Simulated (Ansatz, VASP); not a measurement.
## Two plane-wave programs on Zr3N4

The input INCAR:

```
SYSTEM = Zr3N4
ALGO = Normal
EDIFF = 1E-7
EDIFFG = -0.02
ENCUT = 520
GGA = PE
GGA_COMPAT = .FALSE.
IBRION = 2
ISIF = 2
ISMEAR = -1
KPAR = 4
LASPH = .TRUE.
LCHARG = .FALSE.
LREAL = .FALSE.
LWAVE = .FALSE.
NELM = 120
NELMIN = 4
NSW = 80
PREC = Accurate
SIGMA = 0.02
```

KPOINTS

```
k-points
0
G
  6 6 6
  0 0 0
```

File POSCAR:

```
Zr3N4
1.0
   -3.3244538762      3.3244538762      3.3244538762
    3.3244538762     -3.3244538762      3.3244538762
    3.3244538762      3.3244538762     -3.3244538762
Zr N
6 8
Direct
    0.2500000000      0.6250000000      0.3750000000
    0.3750000000      0.2500000000      0.6250000000
    0.7500000000      0.8750000000      0.1250000000
    0.1250000000      0.7500000000      0.8750000000
    0.6250000000      0.3750000000      0.2500000000
    0.8750000000      0.1250000000      0.7500000000
    0.1374207936      0.1374207936      0.1374207936
    0.8625792064      0.5000000000      0.0000000000
    0.5000000000      0.0000000000      0.3625792064
    0.0000000000      0.8625792064      0.5000000000
    0.3625792064      0.5000000000      0.0000000000
    0.6374207936      0.6374207936      0.6374207936
    0.0000000000      0.3625792064      0.5000000000
    0.5000000000      0.0000000000      0.8625792064
```

Input for Ansatz:

```yaml
crystal:
  lattice:
    - [-3.3244538762, 3.3244538762, 3.3244538762]
    - [3.3244538762, -3.3244538762, 3.3244538762]
    - [3.3244538762, 3.3244538762, -3.3244538762]
  atoms:
    - { symbol: Zr, position: [0.25, 0.625, 0.375] }
    - { symbol: Zr, position: [0.375, 0.25, 0.625] }
    - { symbol: Zr, position: [0.75, 0.875, 0.125] }
    - { symbol: Zr, position: [0.125, 0.75, 0.875] }
    - { symbol: Zr, position: [0.625, 0.375, 0.25] }
    - { symbol: Zr, position: [0.875, 0.125, 0.75] }
    - { symbol: "N", position: [0.1374207936, 0.1374207936, 0.1374207936] }
    - { symbol: "N", position: [0.8625792064, 0.5, 0.0] }
    - { symbol: "N", position: [0.5, 0.0, 0.3625792064] }
    - { symbol: "N", position: [0.0, 0.8625792064, 0.5] }
    - { symbol: "N", position: [0.3625792064, 0.5, 0.0] }
    - { symbol: "N", position: [0.6374207936, 0.6374207936, 0.6374207936] }
    - { symbol: "N", position: [0.0, 0.3625792064, 0.5] }
    - { symbol: "N", position: [0.5, 0.0, 0.8625792064] }
kpoints:
  mp_grid: { grid: [6, 6, 6] }
scf:
  occupations: { method: fermi_dirac, width: 0.02 }
hamiltonian:
  xc: pbe
  pseudopotentials: { kind: paw }
output:
  forces: true
  stress: true
  populations: true
  efg:
    quadrupole_moments_barn: { Zr: -0.176, "N": 0.02044 }
    contact_densities: true
relax:
  f_tol: 0.02
  max_steps: 60
```

Change from the starting cell: volume scaled by 0.96, ions relaxed.

Alike in both runs: task relaxation of the atoms; functional PBE; k mesh 6 × 6 × 6; occupations fermi-dirac, width 0.02 eV; no spin polarisation.

|  | VASP | Ansatz |
| --- | --- | --- |
| version | VASP 6.6.1 | Ansatz 0.2.0 |
| potentials or method | VASP PAW PBE potentials, release 64 (Zr_sv, N) | plane-wave PAW, scalar-relativistic |
| plane-wave cutoff (eV) | 520 | 420 |
| valence electrons in the cell | 112 | 112 |

|  | VASP | Ansatz | Ansatz less VASP |
| --- | --- | --- | --- |
| gap on the k mesh at the Fermi level, each at its own relaxed structure (eV) | 0.89 | 0.88 | -0.007 |

Ansatz's warnings: stress scf threshold loose.
